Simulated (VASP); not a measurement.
W3O:

```xyz
4
Lattice="3.7874 0.0000 0.0000 0.0000 3.7874 0.0000 0.0000 0.0000 3.7874" Properties=species:S:1:pos:R:3 pbc="T T T"
W     0.0000    1.8937    1.8937
W     1.8937    0.0000    1.8937
W     1.8937    1.8937    0.0000
O     0.0000    0.0000    0.0000
```

- Program: VASP 6.6.1
- Task: relaxation of cell and atoms
- Functional: PBE
- Potentials or basis: VASP PAW PBE potentials, release 64 (W_sv, O)
- Cutoff: 600 eV
- k mesh: 4 × 4 × 4
- Occupations: gaussian, width 0.1 eV
- Spin: no spin polarisation

At the start: pressure 23.1 GPa; volume 13.58 Å³/atom.

Question: How do energy, volume and symmetry change on relaxing?

Answer: Over 4 steps the energy falls by 76.2 meV/atom and the volume is 14.73 Å³/atom (+8.4 %); space group Pm-3m (No. 221, to 0.05 Å).

The path:
```tsv
step	energy change (eV)	largest force (eV/Å)	pressure (GPa)	volume (Å³)
1	0.0000	0.0000	23.10	54.33
2	1.1017	0.0000	-30.83	71.22
3	-0.3034	0.0000	-1.31	59.20
4	-0.3048	0.0000	-0.15	58.91
```

Final structure:
```cif
data_structure
_symmetry_space_group_name_H-M 'P 1'
_symmetry_Int_Tables_number 1
_cell_length_a 3.8909
_cell_length_b 3.8909
_cell_length_c 3.8909
_cell_angle_alpha 90.000
_cell_angle_beta 90.000
_cell_angle_gamma 90.000
_cell_volume 58.91
loop_
_atom_site_label
_atom_site_type_symbol
_atom_site_fract_x
_atom_site_fract_y
_atom_site_fract_z
_atom_site_occupancy
W1 W 0.00000 0.50000 0.50000 1
W2 W 0.50000 0.00000 0.50000 1
W3 W 0.50000 0.50000 0.00000 1
O1 O 0.00000 0.00000 0.00000 1
```

Caveat: the k points lie up to 0.40 Å⁻¹ apart in the final cell.
